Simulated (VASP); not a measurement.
Set up this calculation in VASP 6.6.1, as the native input.

```
Task                   : single point
Functional             : PBEsol
Potentials or basis    : VASP PAW PBE potentials, release 64 (Sr_sv)
Cutoff                 : 520 eV
k mesh                 : 10 × 10 × 10
Occupations            : fermi-dirac, width 0.1 eV
Spin                   : no spin polarisation
Dipole correction      : no
Further INCAR settings : ALGO = Normal; EDIFF = 1e-07; NBANDS = 11
```

The structure of Sr lies in POSCAR:

```
Sr
1.0
    3.6719742521      0.0000000000      0.0000000000
    0.0000000000      3.6719742521      0.0000000000
    0.0000000000      0.0000000000      3.6719742521
Sr
1
Direct
    0.0000000000      0.0000000000      0.0000000000
```

This isn't the form of Sr at room conditions, which is fcc.

The input as run:

INCAR

```
  PREC = Accurate
  ENCUT = 520
  EDIFF = 1E-7
  ISMEAR = -1
  SIGMA = 0.1
  LREAL = F
  LASPH = T
  NELM = 80
  ALGO = Normal
  ISIF = 2
  LWAVE = F
  LCHARG = T
  GGA = PS
  LELF = T
  LVHAR = T
  NBANDS = 11
```

KPOINTS

```
Automatic mesh
0
Gamma
  10 10 10
```

Potentials or basis: VASP PAW PBE potentials, release 64 (Sr_sv).

Launch:

```sh
$ cat potpaw_PBE.64/Sr_sv/POTCAR > POTCAR
$ mpirun -np 1 vasp_std > vasp.out
```

Results of the run:

- Pressure: 0.7 GPa
- Band gap on the k mesh: zero (bands 5 and 6 overlap by 0.66 eV)

Caveat: the PAW data sets were made with another functional, which shifts forces and pressure a little.

Wall time 39 s on 1 thread of Intel Xeon 8259CL, with other jobs on the host, peak memory 0.17 GiB.
